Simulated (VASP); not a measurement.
A run of VASP 6.6.1 is set up as follows.

INCAR

```
  PREC = Accurate
  ENCUT = 520
  EDIFF = 1E-7
  ISMEAR = -1
  SIGMA = 0.1
  LREAL = F
  LASPH = T
  NELM = 80
  ALGO = Normal
  ISIF = 2
  LWAVE = F
  LCHARG = F
  GGA = PE
  NBANDS = 16
```

File KPOINTS:

```
regular mesh
0
Gamma
  13 13 13
```

POSCAR

```
SiW
1.0
    0.0000000000      2.3371222826      2.3371222826
    2.3371222826      0.0000000000      2.3371222826
    2.3371222826      2.3371222826      0.0000000000
W Si
1 1
Direct
    0.0000000000      0.0000000000      0.0000000000
    0.2500000000      0.2500000000      0.2500000000
```

Potentials or basis: VASP PAW PBE potentials, release 64 (W_sv, Si).

Command:

```sh
$ cat potpaw_PBE.64/W_sv/POTCAR potpaw_PBE.64/Si/POTCAR > POTCAR
$ mpirun -np 1 vasp_std > vasp.out
```

(1) Estimate the band gap on the k mesh.

(2) Predict the pressure.

Answers

(1) zero (band 9 reaches 12.59 eV, above the bottom of band 10 at 11.06 eV).

(2) 161.3 GPa.

Caveat: spin-orbit coupling is left out, which moves the levels of the heavy elements.
